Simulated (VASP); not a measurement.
# AlNi3 (Pm-3m) in VASP: a series of runs

Aim: see how the results for AlNi3 move with the level of theory and the settings. Levels: PBE, PBEsol. Tasks: single point.

All numbers are computed with VASP 6.6.1; they aren't measurements. Logs are shortened: lines on timing, memory, paths and dates and some standing lists are left out, and cuts for length are marked.

## 1. The cell of the first run

The structure is cubic, space group Pm-3m (No. 221). Conventional cell: a = 3.523 Å, b = 3.523 Å, c = 3.523 Å, α = 90.00°, β = 90.00°, γ = 90.00°. Ni (site symmetry 4/mmm) has 8 Ni at 2.49 Å and 4 Al at 2.49 Å within 3.3 Å. Al (site symmetry m-3m) has 12 Ni at 2.49 Å within 3.3 Å.

## 2. Single point, PBE, collinear spin, ferromagnetic start

INCAR

```
SYSTEM = AlNi3
PREC = Accurate ; ENCUT = 520
EDIFF = 1E-6 ; ISMEAR = -1
SIGMA = 0.05 ; LREAL = .FALSE.
LASPH = .TRUE. ; NELM = 150
ALGO = Normal ; ISIF = 2
LWAVE = .FALSE. ; LCHARG = .FALSE.
ISPIN = 2 ; MAGMOM = 2 2 2 0
LORBIT = 11 ; NUPDOWN = 6.0
LMAXMIX = 4 ; GGA = PE
NBANDS = 28
```

KPOINTS

```
Automatic mesh
0
G
  6 6 6
  0 0 0
```

POSCAR

```
AlNi3
1.0
    3.5230547267      0.0000000000      0.0000000000
    0.0000000000      3.5230547267      0.0000000000
    0.0000000000      0.0000000000      3.5230547267
Ni Al
3 1
Direct
    0.5000000000      0.5000000000      0.0000000000
    0.5000000000      0.0000000000      0.5000000000
    0.0000000000      0.5000000000      0.5000000000
    0.0000000000      0.0000000000      0.0000000000
```

Potentials or basis: VASP PAW PBE potentials, release 64 (Ni, Al).

Command:

```bash
$ cat potpaw_PBE.64/Ni/POTCAR potpaw_PBE.64/Al/POTCAR > POTCAR
$ mpirun -np 1 vasp_std > vasp.out
```

OUTCAR:

```text
SYSTEM = AlNi3
   PREC = Accurate
   ENCUT = 520
   EDIFF = 1E-6
   ISMEAR = -1
   LREAL = .FALSE.
   LASPH = .TRUE.
   NELM = 150
   ISIF = 2
   ISPIN = 2
   LORBIT = 11
   NUPDOWN = 6.0
   GGA = PE

 ion  position               nearest neighbor table
   1  0.500  0.500  0.000-   2 2.49   3 2.49   4 2.49   2 2.49   3 2.49   2 2.49   4 2.49   2 2.49
                             3 2.49   4 2.49   3 2.49   4 2.49
   2  0.500  0.000  0.500-   1 2.49   3 2.49   4 2.49   1 2.49   4 2.49   1 2.49   3 2.49   1 2.49
                             3 2.49   4 2.49   4 2.49   3 2.49
   3  0.000  0.500  0.500-   1 2.49   2 2.49   4 2.49   1 2.49   4 2.49   2 2.49   4 2.49   4 2.49
                             1 2.49   2 2.49   1 2.49   2 2.49
   4  0.000  0.000  0.000-   1 2.49   2 2.49   3 2.49   2 2.49   3 2.49   1 2.49   3 2.49   3 2.49
                             1 2.49   2 2.49   2 2.49   1 2.49

  LATTYP: Found a simple cubic cell.
 ALAT       =     3.5230547267

  Lattice vectors:

 A1 = (   3.5230547267,   0.0000000000,   0.0000000000)
 A2 = (   0.0000000000,   3.5230547267,   0.0000000000)
 A3 = (   0.0000000000,   0.0000000000,   3.5230547267)

Analysis of symmetry for initial positions (statically):
=====================================================================
 Subroutine PRICEL returns:
 Original cell was already a primitive cell.

 Routine SETGRP: Setting up the symmetry group for a
 simple cubic supercell.

 Subroutine GETGRP returns: Found 48 space group operations
 (whereof 48 operations were pure point group operations)
 out of a pool of 48 trial point group operations.

The static configuration has the point symmetry O_h .

Analysis of symmetry for dynamics (positions and initial velocities):
=====================================================================
 Subroutine PRICEL returns:
 Original cell was already a primitive cell.

 Routine SETGRP: Setting up the symmetry group for a
 simple cubic supercell.

 Subroutine GETGRP returns: Found 48 space group operations
 (whereof 48 operations were pure point group operations)
 out of a pool of 48 trial point group operations.

The dynamic configuration has the point symmetry O_h .

Analysis of structural, dynamic, and magnetic symmetry:
=====================================================================
 Subroutine PRICEL returns:
 Original cell was already a primitive cell.

 Routine SETGRP: Setting up the symmetry group for a
 simple cubic supercell.

 Subroutine GETGRP returns: Found 48 space group operations
 (whereof 48 operations were pure point group operations)
 out of a pool of 48 trial point group operations.

The overall configuration has the point symmetry O_h .

 Subroutine INISYM returns: Found 48 space group operations
 (whereof 48 operations are pure point group operations),
 and found     1 'primitive' translations

----------------------------------------------------------------------------------------

                                     Primitive cell

  volume of cell :      43.7279

  direct lattice vectors                    reciprocal lattice vectors
     3.523054727  0.000000000  0.000000000     0.283844583  0.000000000  0.000000000
     0.000000000  3.523054727  0.000000000     0.000000000  0.283844583  0.000000000
     0.000000000  0.000000000  3.523054727     0.000000000  0.000000000  0.283844583

  length of vectors
     3.523054727  3.523054727  3.523054727     0.283844583  0.283844583  0.283844583

  position of ions in fractional coordinates (direct lattice)
     0.500000000  0.500000000  0.000000000
     0.500000000  0.000000000  0.500000000
     0.000000000  0.500000000  0.500000000
     0.000000000  0.000000000  0.000000000

  ion indices of the primitive-cell ions
   primitive index   ion index
                 1           1
                 2           2
                 3           3
                 4           4

----------------------------------------------------------------------------------------

 KPOINTS: Automatic mesh

Automatic generation of k-mesh.
 Grid dimensions read from file:
 generate k-points for:    6    6    6

 Generating k-lattice:

  Cartesian coordinates                     Fractional coordinates (reciprocal lattice)
     0.047307431  0.000000000  0.000000000     0.166666667  0.000000000  0.000000000
     0.000000000  0.047307431  0.000000000     0.000000000  0.166666667  0.000000000
     0.000000000  0.000000000  0.047307431     0.000000000  0.000000000  0.166666667

  Length of vectors
     0.047307431  0.047307431  0.047307431

  Shift w.r.t. Gamma in fractional coordinates (k-lattice)
     0.000000000  0.000000000  0.000000000

 Subroutine IBZKPT returns following result:
 ===========================================

 Found     20 irreducible k-points:

 Following reciprocal coordinates:
            Coordinates               Weight
  0.000000  0.000000  0.000000      1.000000
  0.166667  0.000000  0.000000      6.000000
  0.333333  0.000000  0.000000      6.000000
  0.500000  0.000000  0.000000      3.000000
  0.166667  0.166667  0.000000     12.000000
  0.333333  0.166667  0.000000     24.000000
[... 12 lines left out ...]
  0.500000  0.500000  0.333333      6.000000
  0.500000  0.500000  0.500000      1.000000
   k-points           NKPTS =     20   k-points in BZ     NKDIM =     20   number of bands    NBANDS=     28
   number of dos      NEDOS =    301   number of ions     NIONS =      4
   total plane-waves  NPLWV =  21952
   dimension x,y,z NGX =    28 NGY =   28 NGZ =   28
   dimension x,y,z NGXF=    56 NGYF=   56 NGZF=   56
   ions per type =               3   1
   NGX,Y,Z   is equivalent  to a cutoff of  13.21, 13.21, 13.21 a.u.
   NGXF,Y,Z  is equivalent  to a cutoff of  26.43, 26.43, 26.43 a.u.
 SYSTEM =  AlNi3
   PREC   = accura    normal or accurate (medium, high low for compatibility)
   ISTART =      0    job   : 0-new  1-cont  2-samecut
   ICHARG =      2    charge: 1-file 2-atom 10-const
   ISPIN  =      2    spin polarized calculation?
   LNONCOLLINEAR =      F non collinear calculations
   LSORBIT =      F    spin-orbit coupling
   LASPH  =      T    aspherical Exc in radial PAW
   ENCUT  =  520.0 eV  38.22 Ry    6.18 a.u.   6.55  6.55  6.55*2*pi/ulx,y,z
   NELM   =    150;   NELMIN=  2; NELMDL= -5     # of ELM steps
   EDIFF  = 0.1E-05   stopping-criterion for ELM
   LREAL  =      F    real-space projection
   EDIFFG = 0.1E-04   stopping-criterion for IOM
   NSW    =      0    number of steps for IOM
   IBRION =     -1    ionic relax: 0-MD 1-quasi-New 2-CG
   NFREE  =      0    steps in history (QN), initial steepest desc. (CG)
   ISIF   =      2    stress and relaxation
   ISYM   =      2    0-nonsym 1-usesym 2-fastsym
   POTIM  = 0.5000    time-step for ionic-motion
   TEBEG  =    0.0;   TEEND  =   0.0 temperature during run
   PSTRESS=    0.0 pullay stress
   NELECT =      33.0000    total number of electrons
   NUPDOWN=       6.0000    fix difference up-down
   EMIN   =  10.00;   EMAX   =-10.00  energy-range for DOS
   EFERMI =   0.00;   METHOD = LEGACY
   ISMEAR =    -1;   SIGMA  =   0.05  broadening in eV -4-tet -1-fermi 0-gaus
   EFERMI_NEDOS =   21; number of points for ismear=-14 and -15
   IALGO  =     38    algorithm
   IMIX   =      4    mixing-type and parameters
     AMIX     =   0.40;   BMIX     =  1.00
     AMIX_MAG =   1.60;   BMIX_MAG =  1.00
  volume/ion in A,a.u.               =      10.93        73.77
  Fermi-wavevector in a.u.,A,eV,Ry     =   1.490482  2.816603 30.225843  2.221537
  Thomas-Fermi vector in A             =   2.603258
   LORBIT       =     11    0 simple, 1 ext, 2 COOP (PROOUT), +10 PAW based schemes
   GGA     = PE    functional components
   LHFCALC =     F    Hartree Fock is set to
   AEXX    =    0.0000 exact exchange contribution
   IVDW    =     0    specifies the selected vdW correction
   LEPSILON=     F    determine dielectric tensor
   LRPA    =     F    only Hartree local field effects (RPA)
 spin polarized calculation
  energy-cutoff  :      520.00
  volume of cell :       43.73
 maximum number of plane-waves:      1208
 NGX is ok and might be reduce to    28
   NGX = 13   NGY = 13   NGZ = 13

 number of electron      32.9999983 magnetization       5.9999995

 Free energy of the ion-electron system (eV)
  ---------------------------------------------------
  ext. energy  EPLUGINS =         0.00000000
  ---------------------------------------------------
  free energy    TOTEN  =       -15.35755767 eV

  energy without entropy =      -15.30900408  energy(sigma->0) =      -15.33328087

 E-fermi :   8.9436     XC(G=0): -12.8987

 val. band max:       14.1234524886   @ k =   0.3333   0.3333   0.3333
 cond. band min:       8.9463676690   @ k =   0.5000   0.5000   0.0000
 fundamental gap:     -5.1770848196
 Fermi energy:        14.1969940580

 spin component 1

 k-point     1 :       0.0000    0.0000    0.0000
  band No.  band energies     occupation
      1      -0.5794      1.00000
      2       4.1006      1.00000
      3       4.9596      1.00000
      4       4.9596      1.00000
      5       5.1678      1.00000
      6       5.1678      1.00000
[... 609 lines left out ...]
     27      30.1218      0.00000
     28      30.1218      0.00000
 Fermi energy:         8.9435683702

 spin component 2

 k-point     1 :       0.0000    0.0000    0.0000
  band No.  band energies     occupation
      1       0.2904      1.00000
      2       5.3713      1.00000
      3       6.3827      1.00000
      4       6.3827      1.00000
      5       6.5581      1.00000
      6       6.5581      1.00000
[... 609 lines left out ...]
     27      31.0129      0.00000
     28      31.0129      0.00000

------------------------ aborting loop because EDIFF is reached ----------------------------------------

  FORCE on cell =-STRESS in cart. coord.  units (eV):
  Direction    XX          YY          ZZ          XY          YZ          ZX
  --------------------------------------------------------------------------------------
  -------------------------------------------------------------------------------------
  Total       10.0927052     10.0927052     10.0927052      0.0000000      0.0000000      0.0000000
  in kB      369.7941204    369.7941204    369.7941204      0.0000000      0.0000000      0.0000000
  external PRESSURE =     369.7941204 kB  Pullay stress =       0.0000000 kB

 VOLUME and BASIS-vectors are now :
 -----------------------------------------------------------------------------
  energy-cutoff  :      520.00
  volume of cell :       43.73
      direct lattice vectors                 reciprocal lattice vectors
     3.523054727  0.000000000  0.000000000     0.283844583  0.000000000  0.000000000
     0.000000000  3.523054727  0.000000000     0.000000000  0.283844583  0.000000000
     0.000000000  0.000000000  3.523054727     0.000000000  0.000000000  0.283844583

 POSITION                                       TOTAL-FORCE (eV/Angst)
 -----------------------------------------------------------------------------------
      1.76153      1.76153      0.00000         0.000000      0.000000      0.000000
      1.76153      0.00000      1.76153         0.000000      0.000000      0.000000
      0.00000      1.76153      1.76153         0.000000      0.000000      0.000000
      0.00000      0.00000      0.00000         0.000000      0.000000      0.000000
 -----------------------------------------------------------------------------------
    total drift:                                0.000000      0.000000      0.000000

  FREE ENERGIE OF THE ION-ELECTRON SYSTEM (eV)
  ---------------------------------------------------
  free  energy   TOTEN  =       -15.3575576666 eV

  energy  without entropy=      -15.3090040790  energy(sigma->0) =      -15.33328087

 total charge

# of ion       s       p       d       tot
------------------------------------------
    1        0.561   0.640   8.154   9.355
    2        0.561   0.640   8.154   9.355
    3        0.561   0.640   8.154   9.355
    4        0.417   0.469   0.000   0.886
--------------------------------------------------
tot          2.100   2.389  24.462  28.951

 magnetization (x)

# of ion       s       p       d       tot
------------------------------------------
    1        0.084   0.210   1.383   1.676
    2        0.084   0.210   1.383   1.676
    3        0.084   0.210   1.383   1.676
    4        0.073   0.152   0.000   0.226
--------------------------------------------------
tot          0.324   0.781   4.148   5.254
```

Run time: 23 s. Hardware: 1 thread of Intel Xeon 6975P-C (Granite Rapids), shared host; peak memory 0.18 GiB.

Results:

| Property | Result |
| --- | --- |
| Free energy | -15.3576 eV |
| Pressure | 37.0 GPa |
| Net moment | 6.00 μB per cell |
| Site moments | Ni +1.68; Al +0.23 μB |
| Valence electrons inside the program's atomic spheres | Ni 9.36; Al 0.89 |

Caveat: the total moment is fixed, so each spin has its own Fermi level.

[end of part 1 of 2]
